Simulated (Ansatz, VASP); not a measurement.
**Ge in VASP and in Ansatz**

INCAR

```
  PREC = Accurate
  ENCUT = 500
  EDIFF = 1E-6
  ISMEAR = 0
  SIGMA = 0.1
  LREAL = F
  LASPH = T
  NELM = 120
  ALGO = Normal
  ISIF = 2
  LWAVE = F
  LCHARG = F
  GGA = PE
  NBANDS = 13
  GGA_COMPAT = F
```

File KPOINTS:

```
Automatic mesh
0
Gamma
  2 2 2
```

The input POSCAR:

```
Ge
1.0
    0.0000000000      2.0983605250      2.0983605250
    2.0983605250      0.0000000000      2.0983605250
    2.0983605250      2.0983605250      0.0000000000
Ge
1
Direct
   -0.0476562530      0.0476562530      0.0476562530
```

Input for Ansatz:

```yaml
crystal:
  lattice:
    - [0.0, 2.098360525, 2.098360525]
    - [2.098360525, 0.0, 2.098360525]
    - [2.098360525, 2.098360525, 0.0]
  atoms:
    - { symbol: Ge, position: [-0.047656253, 0.047656253, 0.047656253] }
basis:
  ecutwfc: "49 Ry"
kpoints:
  mp_grid: { grid: [2, 2, 2] }
hamiltonian:
  xc: pbe
scf:
  occupations: { method: gaussian, width: 0.1 }
  n_extra_bands: 30
output:
  forces: true
  stress: true
  eigenvalues: true
```

Alike in both runs: task single point; functional PBE; k mesh 2 × 2 × 2; occupations gaussian, width 0.1 eV; no spin polarisation.

|  | VASP | Ansatz |
| --- | --- | --- |
| version | VASP 6.6.1 | Ansatz 0.2.0 |
| potentials or method | VASP PAW PBE potentials, release 64 (Ge_d), cutoff 500 eV | scalar-relativistic, plane waves, PAW |
| valence electrons in the cell | 14 | 14 |

Ansatz gave:

| Quantity | Value |
| --- | --- |
| gap on the k mesh at the Fermi level (eV) | none |
| pressure (GPa) | -8.7 |

Question: Estimate VASP's values.

Answer: gap on the k mesh at the Fermi level (eV): none; pressure (GPa): -8.8.

A gap of «none» marks a metal or a gap that the smearing closes.

The k mesh is coarse, so the values compare programs but aren't converged.
